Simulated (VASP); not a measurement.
Runs of VASP 6.6.1 on Bi. The structure is that of space group Immm (No. 71), or close to it. The cells are those of the table. 

| cell | further INCAR settings | gap on the mesh (eV) | pressure (GPa) |
| --- | --- | --- | --- |
| a = 3.458 Å, angles 121.7, 97.5, 110.1°, 1 atom | ALGO = Fast; EDIFF = 1e-06; NBANDS = 14 | none | (a) |
| a = 3.446 Å, angles 100.5, 118.6, 109.8°, 1 atom | ALGO = Fast; EDIFF = 1e-07; NBANDS = 14 | none | -2.1 |
| a = 3.434 Å, angles 106.4, 112.5, 109.5°, 1 atom | ALGO = Fast; EDIFF = 1e-06; NBANDS = 14 | none | (b) |
| a = 3.452 Å, angles 99.0, 120.2, 109.9°, 1 atom | ALGO = Fast; EDIFF = 1e-07; NBANDS = 14 | none | -1.6 |
| a = 3.436 Å, angles 104.9, 114.0, 109.6°, 1 atom | ALGO = Fast; EDIFF = 1e-07; NBANDS = 14 | none | -2.9 |

Alike in all rows: task single point; level LDA; potentials or basis VASP PAW LDA potentials, release 64 (Bi_d); no spin polarisation; k mesh 18 × 18 × 18; cutoff (eV) 520; smearing gaussian 0.15 eV.

Problem. Fill in the values left out.

Solution. (a) -1.1; (b) -3.1.

Caveats: spin-orbit coupling is left out, which moves the levels of the heavy elements; the cell stands under tension (at least some runs).

A k mesh can miss the band edges, and the runs leave out spin-orbit coupling on Bi.

A gap of «none» marks levels without a gap at the run's occupations.
